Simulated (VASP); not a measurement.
Crystal: TaN.

```
Ta N
1.0
     0.00000    2.49114    2.49114
     2.49114    0.00000    2.49114
     2.49114    2.49114    0.00000
Ta N
1 1
Cartesian
  0.0000 0.0000 0.0000
  1.2456 1.2456 1.2456
```

Base run:

```yaml
Program: VASP 6.6.1
Functional: r2SCAN
Potentials_or_basis: VASP PAW PBE potentials, release 64 (Ta_sv_GW, N)
Cutoff: 660 eV
k_mesh: 7 × 7 × 7
Occupations: gaussian, width 0.05 eV
Spin: collinear spin, zero start
Starting_moments: "[0.0, 0.0] μB"
Hubbard_terms: Ta d U = 4.0 eV, J = 0.9 eV
```

Its results: band gap on the k mesh zero (filled and empty bands overlap); pressure -24.8 GPa; net moment 0.00 μB per cell.

**Question.** The run is repeated on the same cell with these changes: potentials or basis from VASP PAW PBE potentials, release 64 (Ta_sv_GW, N) to VASP PAW PBE potentials, release 64 (Ta_pv, N); cutoff from 660 eV to 520 eV; further incar settings from ALGO = Normal; EDIFF = 1e-06; NBANDS = 20 to ALGO = Normal; EDIFF = 1e-06; NBANDS = 19; valence electrons from 18 to 16. What comes out?

**Answer.** Band gap on the k mesh zero (filled and empty bands overlap); pressure -24.2 GPa; net moment 0.00 μB per cell.

Caveats: the PAW data sets were made with another functional, which shifts forces and pressure a little; spin-orbit coupling is left out, which moves the levels of the heavy elements.
